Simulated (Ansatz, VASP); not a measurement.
## HfN: VASP beside Ansatz

```xyz
2
Lattice="-0.0226 2.2477 2.2477 2.2477 -0.0226 2.2477 2.2477 2.2477 -0.0226" Properties=species:S:1:pos:R:3 pbc="T T T"
Hf    0.0000    0.0000    0.0000
N     2.2364    2.2364    2.2364
```

Alike in both runs: task electric field gradients; functional PBE; k mesh 12 × 12 × 12; occupations fermi-dirac, width 0.03 eV; no spin polarisation.

```csv
,VASP,Ansatz
version,VASP 6.6.1,Ansatz 0.2.0
potentials or method,"VASP PAW PBE potentials, release 64 (Hf_pv, N), cutoff 520 eV","all-electron PAW with datasets made for the crystal, scalar-relativistic"
```

|  | VASP | Ansatz | Ansatz less VASP |
| --- | --- | --- | --- |
| gap on the k mesh at the Fermi level (eV) | none | none | - |
| pressure (GPa) | 3.0 | 5.4 | +2.45 |
| traceless stress, the component that is largest in VASP (GPa) | 1.36 | 1.39 | +0.032 |

A gap of «none» marks a metal or a gap that the smearing closes. Ansatz ran all-electron here, and VASP with PAW potentials.

Spin-orbit coupling is off throughout.
